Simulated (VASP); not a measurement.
# AlN (P6_3mc) in VASP: single point with PBE0

Aim: the single point of AlN with PBE0.

Program: VASP 6.6.1. These are calculated values, not measurements. Logs are shortened: lines on timing, memory, paths and dates and some standing lists are left out, and cuts for length are marked.

**1. The cell of the first run**

Symmetry: P6_3mc, No. 186, hexagonal system. The conventional cell has a = 3.105 Å, b = 3.105 Å, c = 4.968 Å, α = 90.00°, β = 90.00°, γ = 120.00°. Al (site symmetry 3m) has 4 N at 1.89 to 1.90 Å within 2.5 Å. N (site symmetry 3m) has 4 Al at 1.89 to 1.90 Å within 2.5 Å.

**2. Single point, PBE0**

Contents of POSCAR:

```
AlN
1.0
    3.1046543034      0.0000000000      0.0000000000
   -1.5523271517      2.6887094967      0.0000000000
    0.0000000000      0.0000000000      4.9676254469
Al N
2 2
Direct
    0.3333333333      0.6666666667     -0.0000388596
    0.6666666667      0.3333333333      0.4999611404
    0.3333333333      0.6666666667      0.3820388596
    0.6666666667      0.3333333333      0.8820388596
```

Contents of INCAR.step1:

```
SYSTEM = AlN
PREC = Accurate
ENCUT = 520
EDIFF = 1E-5
ISMEAR = 0
SIGMA = 0.01
LREAL = .FALSE.
LASPH = .TRUE.
NELM = 100
ALGO = Normal
ISIF = 2
LWAVE = .TRUE.
NBANDS = 16
GGA = PE
```

Contents of INCAR.step2:

```
SYSTEM = AlN
PREC = Accurate
ENCUT = 520
EDIFF = 1E-6
ISMEAR = 0
SIGMA = 0.01
LREAL = .FALSE.
LASPH = .TRUE.
NELM = 100
ALGO = Normal
ISIF = 2
LWAVE = .FALSE.
LCHARG = .TRUE.
GGA = PE
LHFCALC = .TRUE.
AEXX = 0.25
PRECFOCK = Normal
LELF = .TRUE.
LVHAR = .TRUE.
NBANDS = 16
ISTART = 1
```

Contents of KPOINTS:

```
Automatic mesh
0
G
  6 6 4
  0 0 0
```

Potentials or basis: VASP PAW PBE potentials, release 64 (Al, N).

Run with:

```console
$ cat potpaw_PBE.64/Al/POTCAR potpaw_PBE.64/N/POTCAR > POTCAR
$ cp INCAR.step1 INCAR
$ mpirun -np 1 vasp_std > vasp.out
$ cp INCAR.step2 INCAR
$ mpirun -np 1 vasp_std > vasp.out
```

OUTCAR:

```text
SYSTEM = AlN
   PREC = Accurate
   ENCUT = 520
   EDIFF = 1E-6
   ISMEAR = 0
   LREAL = .FALSE.
   LASPH = .TRUE.
   NELM = 100
   ISIF = 2
   GGA = PE
   LHFCALC = .TRUE.
   AEXX = 0.25
   PRECFOCK = Normal
   ISTART = 1

 ion  position               nearest neighbor table
   1  0.333  0.667  1.000-   4 1.89   4 1.89   4 1.89   3 1.90   2 3.06   2 3.06   2 3.06   2 3.06
                             2 3.06   2 3.06
   2  0.667  0.333  0.500-   3 1.89   3 1.89   3 1.89   4 1.90   1 3.06   1 3.06   1 3.06   1 3.06
                             1 3.06   1 3.06
   3  0.333  0.667  0.382-   2 1.89   2 1.89   2 1.89   1 1.90
   4  0.667  0.333  0.882-   1 1.89   1 1.89   1 1.89   2 1.90

  LATTYP: Found a hexagonal cell.
 ALAT       =     3.1046543034
 C/A-ratio  =     1.6000575141

  Lattice vectors:

 A1 = (   3.1046543034,   0.0000000000,   0.0000000000)
 A2 = (  -1.5523271517,   2.6887094967,   0.0000000000)
 A3 = (   0.0000000000,   0.0000000000,   4.9676254469)

Analysis of symmetry for initial positions (statically):
=====================================================================
 Subroutine PRICEL returns:
 Original cell was already a primitive cell.

 Routine SETGRP: Setting up the symmetry group for a
 hexagonal supercell.

 Subroutine GETGRP returns: Found 12 space group operations
 (whereof  6 operations were pure point group operations)
 out of a pool of 24 trial point group operations.

The static configuration has the point symmetry C_3v.
 The point group associated with its full space group is C_6v.

Analysis of symmetry for dynamics (positions and initial velocities):
=====================================================================
 Subroutine PRICEL returns:
 Original cell was already a primitive cell.

 Routine SETGRP: Setting up the symmetry group for a
 hexagonal supercell.

 Subroutine GETGRP returns: Found 12 space group operations
 (whereof  6 operations were pure point group operations)
 out of a pool of 24 trial point group operations.

The dynamic configuration has the point symmetry C_3v.
 The point group associated with its full space group is C_6v.

 Subroutine INISYM returns: Found 12 space group operations
 (whereof  6 operations are pure point group operations),
 and found     1 'primitive' translations

----------------------------------------------------------------------------------------

                                     Primitive cell

  volume of cell :      41.4673

  direct lattice vectors                    reciprocal lattice vectors
     3.104654303  0.000000000  0.000000000     0.322097052  0.185962820  0.000000000
    -1.552327152  2.688709497  0.000000000     0.000000000  0.371925640  0.000000000
     0.000000000  0.000000000  4.967625447     0.000000000  0.000000000  0.201303422

  length of vectors
     3.104654303  3.104654303  4.967625447     0.371925640  0.371925640  0.201303422

  position of ions in fractional coordinates (direct lattice)
     0.333333333  0.666666667  0.999961140
     0.666666667  0.333333333  0.499961140
     0.333333333  0.666666667  0.382038860
     0.666666667  0.333333333  0.882038860

  ion indices of the primitive-cell ions
   primitive index   ion index
                 1           1
                 2           2
                 3           3
                 4           4

----------------------------------------------------------------------------------------

 KPOINTS: Automatic mesh

Automatic generation of k-mesh.
 Grid dimensions read from file:
 generate k-points for:    6    6    4

 Generating k-lattice:

  Cartesian coordinates                     Fractional coordinates (reciprocal lattice)
     0.053682842  0.030993803  0.000000000     0.166666667  0.000000000  0.000000000
     0.000000000  0.061987607  0.000000000     0.000000000  0.166666667  0.000000000
     0.000000000  0.000000000  0.050325855     0.000000000  0.000000000  0.250000000

  Length of vectors
     0.061987607  0.061987607  0.050325855

  Shift w.r.t. Gamma in fractional coordinates (k-lattice)
     0.000000000  0.000000000  0.000000000

 Subroutine IBZKPT returns following result:
 ===========================================

 Found     21 irreducible k-points:

 Following reciprocal coordinates:
            Coordinates               Weight
  0.000000  0.000000  0.000000      1.000000
  0.166667  0.000000  0.000000      6.000000
  0.333333  0.000000  0.000000      6.000000
  0.500000  0.000000  0.000000      3.000000
  0.166667  0.166667  0.000000      6.000000
  0.333333  0.166667  0.000000     12.000000
[... 13 lines left out ...]
  0.333333  0.166667  0.500000     12.000000
  0.333333  0.333333  0.500000      2.000000
   k-points           NKPTS =     21   k-points in BZ     NKDIM =    144   number of bands    NBANDS=     16
   number of dos      NEDOS =    301   number of ions     NIONS =      4
   total plane-waves  NPLWV =  23040
   dimension x,y,z NGX =    24 NGY =   24 NGZ =   40
   dimension x,y,z NGXF=    48 NGYF=   48 NGZF=   80
   ions per type =               2   2
   NGX,Y,Z   is equivalent  to a cutoff of  12.85, 12.85, 13.39 a.u.
   NGXF,Y,Z  is equivalent  to a cutoff of  25.70, 25.70, 26.77 a.u.
 SYSTEM =  AlN
   PREC   = accura    normal or accurate (medium, high low for compatibility)
   ISTART =      1    job   : 0-new  1-cont  2-samecut
   ICHARG =      0    charge: 1-file 2-atom 10-const
   ISPIN  =      1    spin polarized calculation?
   LNONCOLLINEAR =      F non collinear calculations
   LSORBIT =      F    spin-orbit coupling
   LASPH  =      T    aspherical Exc in radial PAW
   ENCUT  =  520.0 eV  38.22 Ry    6.18 a.u.   5.77  5.77  9.24*2*pi/ulx,y,z
   NELM   =    100;   NELMIN=  2; NELMDL=  0     # of ELM steps
   EDIFF  = 0.1E-05   stopping-criterion for ELM
   LREAL  =      F    real-space projection
   EDIFFG = 0.1E-04   stopping-criterion for IOM
   NSW    =      0    number of steps for IOM
   IBRION =     -1    ionic relax: 0-MD 1-quasi-New 2-CG
   NFREE  =      0    steps in history (QN), initial steepest desc. (CG)
   ISIF   =      2    stress and relaxation
   ISYM   =      3    0-nonsym 1-usesym 2-fastsym
   POTIM  = 0.5000    time-step for ionic-motion
   TEBEG  =    0.0;   TEEND  =   0.0 temperature during run
   PSTRESS=    0.0 pullay stress
   NELECT =      16.0000    total number of electrons
   NUPDOWN=      -1.0000    fix difference up-down
   EMIN   =  10.00;   EMAX   =-10.00  energy-range for DOS
   EFERMI =   0.00;   METHOD = LEGACY
   ISMEAR =     0;   SIGMA  =   0.01  broadening in eV -4-tet -1-fermi 0-gaus
   EFERMI_NEDOS =   21; number of points for ismear=-14 and -15
   IALGO  =     38    algorithm
   IMIX   =      1    mixing-type and parameters
     AMIX     =   0.40;   BMIX     =  1.00
     AMIX_MAG =   1.60;   BMIX_MAG =  1.00
  volume/ion in A,a.u.               =      10.37        69.96
  Fermi-wavevector in a.u.,A,eV,Ry     =   1.191826  2.252224 19.326383  1.420449
  Thomas-Fermi vector in A             =   2.327879
   LORBIT       =      0    0 simple, 1 ext, 2 COOP (PROOUT), +10 PAW based schemes
   GGA     = PE    functional components
   LHFCALC =     T    Hartree Fock is set to
   PRECFOCK=normal    Normal, Fast or Accurate (Low or Medium for compatibility)
   ENCUT4O =  -1.0   cutoff for four orbital integrals eV
   NKREDX  =     1    reduce k-point grid by
   NKREDY  =     1    reduce k-point grid by
   NKREDZ  =     1    reduce k-point grid by
   AEXX    =    0.2500 exact exchange contribution
   HFSCREEN=    0.0000 screening length (either q_TF or 0.3 A-1)
   HFSCREENC=   0.0000 screening length for correlation (either q_TF or 0.3 A-1)
   ENCUTFOCK=  -1.0 apply spherical cutoff to Coloumb kernel
   IVDW    =     0    specifies the selected vdW correction
   LEPSILON=     F    determine dielectric tensor
   LRPA    =     F    only Hartree local field effects (RPA)
 non-spin polarized calculation
 Gauss-broadening in eV      SIGMA  =   0.01
  energy-cutoff  :      520.00
  volume of cell :       41.47
 maximum number of plane-waves:      1132
 NGX is ok and might be reduce to    24
  NGX = 18; NGY = 18; NGZ = 28

 number of electron      15.9999996 magnetization

 Free energy of the ion-electron system (eV)
  ---------------------------------------------------
  ext. energy  EPLUGINS =         0.00000000
  ---------------------------------------------------
  free energy    TOTEN  =       -36.74372213 eV

  energy without entropy =      -36.74372213  energy(sigma->0) =      -36.74372213

 E-fermi :   5.0634     XC(G=0):  -8.6169

 val. band max:        4.9350990983   @ k =   0.0000   0.0000   0.0000
 cond. band min:      11.2928726236   @ k =   0.0000   0.0000   0.0000
 fundamental gap:      6.3577735253
 Fermi energy:         5.0633999628

 k-point     1 :       0.0000    0.0000    0.0000
  band No.  band energies     occupation
      1     -11.8585      2.00000
      2      -9.5382      2.00000
      3      -1.6508      2.00000
      4       3.9489      2.00000
      5       3.9489      2.00000
      6       4.6814      2.00000
[... 8 lines left out ...]
     15      20.6626      0.00000
     16      20.6626      0.00000

 k-point     2 :       0.1667    0.0000    0.0000
  band No.  band energies     occupation
      1     -11.4833      2.00000
      2      -9.3353      2.00000
      3      -1.1916      2.00000
      4       2.4224      2.00000
      5       3.3106      2.00000
      6       3.5181      2.00000
[... 8 lines left out ...]
     15      19.9228      0.00000
     16      20.2480      0.00000

 k-point     3 :       0.3333    0.0000    0.0000
  band No.  band energies     occupation
      1     -10.5158      2.00000
      2      -8.9763      2.00000
      3      -0.0134      2.00000
      4       0.0726      2.00000
      5       1.2858      2.00000
      6       2.8662      2.00000
[... 8 lines left out ...]
     15      19.7005      0.00000
     16      22.0927      0.00000

 k-point     4 :       0.5000    0.0000    0.0000
  band No.  band energies     occupation
      1      -9.7357      2.00000
      2      -8.9822      2.00000
      3      -1.0545      2.00000
      4       0.3476      2.00000
      5       1.2463      2.00000
      6       2.5944      2.00000
[... 8 lines left out ...]
     15      20.4110      0.00000
     16      22.8222      0.00000

 k-point     5 :       0.1667    0.1667    0.0000
  band No.  band energies     occupation
      1     -10.8050      2.00000
      2      -9.0468      2.00000
      3      -0.3276      2.00000
      4       1.2092      2.00000
      5       1.2336      2.00000
      6       3.0527      2.00000
[... 8 lines left out ...]
     15      20.2296      0.00000
     16      21.6714      0.00000

 k-point     6 :       0.3333    0.1667    0.0000
  band No.  band energies     occupation
      1      -9.8138      2.00000
      2      -8.9155      2.00000
      3      -0.5127      2.00000
      4       0.6151      2.00000
      5       1.0985      2.00000
      6       1.8581      2.00000
[... 8 lines left out ...]
     15      20.0259      0.00000
     16      22.4708      0.00000
[... 210 lines left out ...]
 k-point    18 :       0.5000    0.0000    0.5000
  band No.  band energies     occupation
      1      -9.3323      2.00000
      2      -9.3323      2.00000
      3      -1.2253      2.00000
      4      -1.2253      2.00000
      5       3.2877      2.00000
      6       3.2877      2.00000
[... 8 lines left out ...]
     15      20.8451      0.00000
     16      20.8451      0.00000

 k-point    19 :       0.1667    0.1667    0.5000
  band No.  band energies     occupation
      1     -10.0235      2.00000
      2     -10.0235      2.00000
      3       0.3135      2.00000
      4       0.3135      2.00000
      5       2.8989      2.00000
      6       2.8989      2.00000
[... 8 lines left out ...]
     15      20.4853      0.00000
     16      20.4853      0.00000

 k-point    20 :       0.3333    0.1667    0.5000
  band No.  band energies     occupation
      1      -9.3533      2.00000
      2      -9.3533      2.00000
      3      -0.7349      2.00000
      4      -0.7349      2.00000
      5       2.0392      2.00000
      6       2.0392      2.00000
[... 8 lines left out ...]
     15      21.0690      0.00000
     16      21.0690      0.00000

 k-point    21 :       0.3333    0.3333    0.5000
  band No.  band energies     occupation
      1      -9.1112      2.00000
      2      -9.1112      2.00000
      3      -0.3863      2.00000
      4      -0.3863      2.00000
      5       0.6917      2.00000
      6       0.6917      2.00000
[... 8 lines left out ...]
     15      21.2684      0.00000
     16      21.2684      0.00000

------------------------ aborting loop because EDIFF is reached ----------------------------------------

  FORCE on cell =-STRESS in cart. coord.  units (eV):
  Direction    XX          YY          ZZ          XY          YZ          ZX
  --------------------------------------------------------------------------------------
  -------------------------------------------------------------------------------------
  Total       -0.0307087     -0.0307087     -0.0006372      0.0000000      0.0000000     -0.0000000
  in kB       -1.1864969     -1.1864969     -0.0246198      0.0000000      0.0000000     -0.0000000
  external PRESSURE =      -0.7992045 kB  Pullay stress =       0.0000000 kB

 VOLUME and BASIS-vectors are now :
 -----------------------------------------------------------------------------
  energy-cutoff  :      520.00
  volume of cell :       41.47
      direct lattice vectors                 reciprocal lattice vectors
     3.104654303  0.000000000  0.000000000     0.322097052  0.185962820  0.000000000
    -1.552327152  2.688709497  0.000000000     0.000000000  0.371925640  0.000000000
     0.000000000  0.000000000  4.967625447     0.000000000  0.000000000  0.201303422

 POSITION                                       TOTAL-FORCE (eV/Angst)
 -----------------------------------------------------------------------------------
     -0.00000      1.79247      4.96743        -0.000000     -0.000000      0.004726
      1.55233      0.89624      2.48362         0.000000     -0.000000      0.004726
     -0.00000      1.79247      1.89783         0.000000     -0.000000     -0.004726
      1.55233      0.89624      4.38164        -0.000000      0.000000     -0.004726
 -----------------------------------------------------------------------------------
    total drift:                                0.000000      0.000001     -0.000488

  FREE ENERGIE OF THE ION-ELECTRON SYSTEM (eV)
  ---------------------------------------------------
  free  energy   TOTEN  =       -36.7437221263 eV

  energy  without entropy=      -36.7437221263  energy(sigma->0) =      -36.74372213
```

Run time: 11 min. Hardware: 1 thread of Intel Xeon 6975P-C (Granite Rapids), shared host; peak memory 0.17 GiB.

What came out:

| Property | Result |
| --- | --- |
| Free energy | -36.7437 eV |
| Pressure | -0.1 GPa |
| Largest force | 0.005 eV/Å |
| Band gap on the k mesh | 6.36 eV |

Forces on the atoms (eV/Å):
```
Al   0.000  0.000  0.005
Al   0.000  0.000  0.005
N    0.000  0.000 -0.005
N    0.000  0.000 -0.005
```

Levels at points of the mesh, in eV from the valence-band top:
```
           k point  band 6  band 7  band 8  band 9  band 10  band 11
(0.00, 0.00, 0.00)   -0.25   -0.25    0.00    6.36     8.94    13.30
(0.50, 0.00, 0.00)   -2.34   -1.93   -0.79    7.94     7.95    10.54
(0.00, 0.00, 0.50)   -0.63   -0.63   -0.63    8.76     8.76    12.83
(0.50, 0.00, 0.50)   -1.65   -1.51   -1.51    7.42     7.42    11.59
```

Caveat: the PAW data sets were made with another functional, which shifts forces and pressure a little.
